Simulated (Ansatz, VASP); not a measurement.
**Zn in VASP and in Ansatz**

The input POSCAR:

```
Zn
1.0
    0.0000000000      1.8761180782      1.8761180782
    1.8761180782      0.0000000000      1.8761180782
    1.8761180782      1.8761180782      0.0000000000
Zn
1
Direct
    0.0000000000      0.0000000000      0.0000000000
```

INCAR.step1

```
SYSTEM = Zn
PREC     = Accurate       ! precision mode
ENCUT    = 520            ! plane-wave cutoff, eV
ISMEAR   = -1             ! smearing method
SIGMA    = 0.1            ! smearing width, eV
LREAL    = .False.        ! projectors in reciprocal space
LASPH    = .True.         ! aspherical terms in the spheres
NELM     = 60             ! most SCF steps
NBANDS   = 12             ! bands
GGA      = PE             ! functional
ALGO     = Normal         ! electronic algorithm
EDIFF    = 1E-4           ! SCF threshold, eV
LWAVE    = .True.         ! write WAVECAR
LCHARG   = .False.        ! write CHGCAR
```

File INCAR.step2:

```
SYSTEM = Zn
PREC     = Accurate       ! precision mode
ENCUT    = 520            ! plane-wave cutoff, eV
EDIFF    = 1E-6           ! SCF threshold, eV
ISMEAR   = -1             ! smearing method
SIGMA    = 0.1            ! smearing width, eV
LREAL    = .False.        ! projectors in reciprocal space
LASPH    = .True.         ! aspherical terms in the spheres
NELM     = 60             ! most SCF steps
ALGO     = Normal         ! electronic algorithm
ISIF     = 2              ! what is computed and relaxed
LWAVE    = .False.        ! write WAVECAR
LCHARG   = .False.        ! write CHGCAR
METAGGA  = R2SCAN         ! meta-GGA
LMIXTAU  = .True.       
NBANDS   = 12             ! bands
ISTART   = 1
```

KPOINTS

```
Automatic mesh
0
Gamma
  16 16 16
  0 0 0
```

Input for Ansatz:

```yaml
crystal:
  lattice:
    - [0.0, 1.8761180782, 1.8761180782]
    - [1.8761180782, 0.0, 1.8761180782]
    - [1.8761180782, 1.8761180782, 0.0]
  atoms:
    - { symbol: Zn, position: [0.0, 0.0, 0.0] }
hamiltonian:
  xc: r2scan
  pseudopotentials:
    kind: paw
    azcp:
      Zn: "pseudopotentials/Zn.paw.azcp"
basis:
  ecutwfc: 500
  fft_grid_basis: typed
kpoints:
  mp_grid: { grid: [16, 16, 16], shift: [0, 0, 0] }
magnetization:
  spin_polarized: false
scf:
  occupations: { method: fermi_dirac, width: 0.1 }
  lower_state_search: "off"
output:
  stress: true
  write_density: true
  write_potential: true
  elf: true
  volumetric_format: npy
```

Alike in both runs: task single point; functional r2SCAN; k mesh 16 × 16 × 16; occupations fermi-dirac, width 0.1 eV; no spin polarisation.

|  | VASP | Ansatz |
| --- | --- | --- |
| version | VASP 6.6.1 | Ansatz 0.2.0 |
| potentials or method | VASP PAW PBE potentials, release 64 (Zn), cutoff 520 eV | plane waves (500 eV) with PAW, scalar-relativistic |
| valence electrons in the cell | 12 | 12 |

|  | VASP | Ansatz | Ansatz less VASP |
| --- | --- | --- | --- |
| pressure (GPa) | 9.2 | 8.5 | -0.70 |

VASP's potentials were made for PBE, not for r2SCAN.
